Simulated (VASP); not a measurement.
Wanted: the native input for a VASP 6.6.1 run.

```
Task                   : single point
Functional             : PBE
Potentials or basis    : VASP PAW PBE potentials, release 64 (Ta_pv, As)
Cutoff                 : 500 eV
k mesh                 : 12 × 12 × 12
Occupations            : gaussian, width 0.05 eV
Spin                   : no spin polarisation
Dipole correction      : no
Further INCAR settings : ALGO = Normal; EDIFF = 1e-06; NBANDS = 15
```

The structure of TaAs lies in POSCAR:

```
TaAs
1.0
    0.0000000000      2.6503117984      2.6503117984
    2.6503117984      0.0000000000      2.6503117984
    2.6503117984      2.6503117984      0.0000000000
Ta As
1 1
Direct
    0.5000000000      0.5000000000      0.5000000000
    0.0000000000      0.0000000000      0.0000000000
```

These files were run (other wordings do the same):

INCAR

```
SYSTEM = TaAs
  PREC = Accurate
  ENCUT = 500
  EDIFF = 1E-6
  ISMEAR = 0
  SIGMA = 0.05
  LREAL = .FALSE.
  LASPH = .TRUE.
  NELM = 120
  ALGO = Normal
  ISIF = 2
  LWAVE = .FALSE.
  LCHARG = .FALSE.
  GGA = PE
  NBANDS = 15
  GGA_COMPAT = .FALSE.
```

KPOINTS

```
regular mesh
0
G
  12 12 12
  0 0 0
```

Potentials or basis: VASP PAW PBE potentials, release 64 (Ta_pv, As).

Run with:

```bash
$ cat potpaw_PBE.64/Ta_pv/POTCAR potpaw_PBE.64/As/POTCAR > POTCAR
$ mpirun -np 1 vasp_std > vasp.out
```

Results of the run:

* Pressure: -2.6 GPa
* Band gap on the k mesh: zero (bands 8 and 9 overlap by 2.11 eV)

Caveat: spin-orbit coupling is left out, which moves the levels of the heavy elements.

Run time: 51 s on 1 thread of Intel Xeon 8259CL, on a shared host, peak memory 0.18 GiB.
